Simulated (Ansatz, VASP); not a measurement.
# ZnS: VASP beside Ansatz

INCAR

```
PREC = Accurate ; ENCUT = 520
EDIFF = 1E-7 ; ISMEAR = 0
SIGMA = 0.05 ; LREAL = False
LASPH = True ; NELM = 100
ALGO = Normal ; ISIF = 2
LWAVE = False ; LCHARG = True
GGA = PE ; LELF = True
LVHAR = True ; NBANDS = 26
```

Contents of KPOINTS:

```
Automatic mesh
0
Gamma
  9 9 4
```

Contents of POSCAR:

```
ZnS
1.0
    3.8455587354      0.0000000000      0.0000000000
   -1.9227793677      3.3303515566      0.0000000000
    0.0000000000      0.0000000000      6.3037246812
Zn S
2 2
Direct
    0.3359752590      0.7059117727      0.0052003729
    0.6640247410      0.2940882273      0.5052003729
    0.3311983940      0.6349527081      0.3797996271
    0.6688016060      0.3650472919      0.8797996271
```

Input for Ansatz:

```yaml
crystal:
  lattice:
    - [3.8455587354, 0.0, 0.0]
    - [-1.9227793677, 3.3303515566, 0.0]
    - [0.0, 0.0, 6.3037246812]
  atoms:
    - { symbol: Zn, position: [0.335975259, 0.7059117727, 0.0052003729] }
    - { symbol: Zn, position: [0.664024741, 0.2940882273, 0.5052003729] }
    - { symbol: S, position: [0.331198394, 0.6349527081, 0.3797996271] }
    - { symbol: S, position: [0.668801606, 0.3650472919, 0.8797996271] }
basis:
  ecutwfc: 520.0
kpoints:
  mp_grid: { grid: [9, 9, 4] }
hamiltonian:
  xc: pbe
scf:
  occupations: { method: gaussian, width: 0.05 }
output:
  forces: true
  stress: true
  eigenvalues: true
```

Change from the starting cell: mode 4 frozen in at -0.065 Å and mode 5 at +0.131 Å (largest displacements).

Alike in both runs: task single point; functional PBE; k mesh 9 × 9 × 4; occupations gaussian, width 0.05 eV; no spin polarisation.

|  | VASP | Ansatz |
| --- | --- | --- |
| version | VASP 6.6.1 | Ansatz 0.2.0 |
| potentials or method | VASP PAW PBE potentials, release 64 (Zn, S), cutoff 520 eV | scalar-relativistic, plane waves, PAW |
| valence electrons in the cell | 36 | 36 |

|  | VASP | Ansatz | Ansatz less VASP |
| --- | --- | --- | --- |
| gap on the k mesh at the Fermi level (eV) | 2.01 | 2.01 | -0.002 |
| least direct gap on the mesh (eV) | 2.01 | 2.01 | -0.002 |
| pressure (GPa) | 0.0 | -0.2 | -0.16 |
| traceless stress, the component that is largest in VASP (GPa) | 0.39 | 0.39 | -0.001 |
| rms of the force components (eV/Å) | 0.084 | 0.084 | +0.0003 |

Atom by atom the forces differ by 0.001 eV/Å (rms over components). The functional is the same, so the differences come from potentials, cutoffs and numerics.
